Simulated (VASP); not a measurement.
Input of a VASP 6.6.1 run:

Contents of INCAR:

```
SYSTEM = HoMoN2
PREC     = Accurate       ! precision mode
ENCUT    = 600            ! plane-wave cutoff, eV
EDIFF    = 1E-6           ! SCF threshold, eV
ISMEAR   = 0              ! smearing method
SIGMA    = 0.2            ! smearing width, eV
LREAL    = .False.        ! projectors in reciprocal space
LASPH    = .True.         ! aspherical terms in the spheres
NELM     = 200            ! most SCF steps
ALGO     = Normal         ! electronic algorithm
ISIF     = 2              ! what is computed and relaxed
LWAVE    = .False.        ! write WAVECAR
LCHARG   = .True.         ! write CHGCAR
GGA      = PE             ! functional
LELF     = .True.         ! ELF
LVHAR    = .True.       
NBANDS   = 43             ! bands
GGA_COMPAT= .False.      
LMAXMIX  = 6              ! l up to which the mixer works
```

KPOINTS

```
regular mesh
0
Gamma
  6 6 4
  0 0 0
```

File POSCAR:

```
HoMoN2
1.0
    3.9891296825      0.0000000000      0.0000000000
    0.0000000000      3.9891296825      0.0000000000
    0.0000000000      0.0000000000      6.4262590306
Ho Mo N
2 2 4
Direct
    0.5000000000      0.5000000000      0.0000000000
    0.5000000000      0.5000000000      0.5000000000
    0.0000000000      0.0000000000      0.2500000000
    0.0000000000      0.0000000000      0.7500000000
    0.5000000000      0.0000000000      0.2500000000
    0.5000000000      0.0000000000      0.7500000000
    0.0000000000      0.5000000000      0.2500000000
    0.0000000000      0.5000000000      0.7500000000
```

Potentials or basis: VASP PAW PBE potentials, release 64 (Ho_3, Mo_sv, N), 4f in core.

Command:

```console
$ cat potpaw_PBE.64/Ho_3/POTCAR potpaw_PBE.64/Mo_sv/POTCAR potpaw_PBE.64/N/POTCAR > POTCAR
$ mpirun -np 1 vasp_std > vasp.out
```

(1) What does it give for the band gap on the k mesh?

(2) What does it give for the pressure?

Results:

(1) zero (bands 33 and 34 overlap by 3.69 eV).

(2) 0.3 GPa.

Caveat: spin-orbit coupling is left out, which moves the levels of the heavy elements; the 4f electrons are frozen in the core, so they carry no moment and show no levels; the run has no spin polarisation, though such a crystal can be magnetic.
